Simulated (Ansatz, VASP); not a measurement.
TaN in VASP and in Ansatz

The input INCAR:

```
SYSTEM = TaN
  PREC = Accurate
  ENCUT = 520
  EDIFF = 1E-6
  ISMEAR = 0
  SIGMA = 0.15
  LREAL = .FALSE.
  LASPH = .TRUE.
  NELM = 100
  ALGO = Normal
  ISIF = 2
  LWAVE = .FALSE.
  LCHARG = .FALSE.
  GGA = PE
  NBANDS = 42
```

File KPOINTS:

```
regular mesh
0
G
  14 14 14
  0 0 0
```

Contents of POSCAR:

```
TaN
1.0
    4.4172695561      0.0000000000      0.0000000000
    0.0000000000     -4.4172695561      0.0000000000
    0.0000000000      0.0000000000     -4.4172695561
Ta N
4 4
Direct
    0.5000000000      0.0000000000      0.0000000000
    0.0000000000      0.5000000000      0.0000000000
    0.0000000000      0.0000000000      0.5000000000
    0.5000000000      0.5000000000      0.5000000000
    0.0000000000      0.0000000000      0.0000000000
    0.5000000000      0.5000000000      0.0000000000
    0.5000000000      0.0000000000      0.5000000000
    0.0000000000      0.5000000000      0.5000000000
```

Input for Ansatz:

```yaml
crystal:
  lattice:
    - [4.4172695572, 0.0, 0.0]
    - [0.0, -4.4172695572, 0.0]
    - [0.0, 0.0, -4.4172695572]
  atoms:
    - { symbol: Ta, position: [0.5, 0.0, 0.0] }
    - { symbol: Ta, position: [0.0, 0.5, 0.0] }
    - { symbol: Ta, position: [0.0, 0.0, 0.5] }
    - { symbol: Ta, position: [0.5, 0.5, 0.5] }
    - { symbol: "N", position: [0.0, 0.0, 0.0] }
    - { symbol: "N", position: [0.5, 0.5, 0.0] }
    - { symbol: "N", position: [0.5, 0.0, 0.5] }
    - { symbol: "N", position: [0.0, 0.5, 0.5] }
basis:
  ecutwfc: 420
kpoints:
  mp_grid: { grid: [14, 14, 14] }
hamiltonian:
  xc: pbe
scf:
  occupations: { method: gaussian, width: 0.15 }
output:
  forces: true
  stress: true
  eigenvalues: true
  write_density: true
  write_potential: true
  elf: true
  volumetric_format: npy
```

Alike in both runs: task single point; functional PBE; k mesh 14 × 14 × 14; occupations gaussian, width 0.15 eV; no spin polarisation.

|  | VASP | Ansatz |
| --- | --- | --- |
| version | VASP 6.6.1 | Ansatz 0.2.0 |
| potentials or method | VASP PAW PBE potentials, release 64 (Ta_pv, N), cutoff 520 eV | scalar-relativistic, plane waves, PAW |
| valence electrons in the cell | 64 | 72 |

```tsv
	VASP	Ansatz	Ansatz less VASP
gap on the k mesh at the Fermi level (eV)	none	none	-
pressure (GPa)	0.7	0.0	-0.77
```

A gap of «none» marks a metal or a gap that the smearing closes. VASP's potentials hold 64 valence electrons a cell and Ansatz's 72, so a difference there can come from the potentials and not from the codes.

Neither program's run includes spin-orbit coupling.
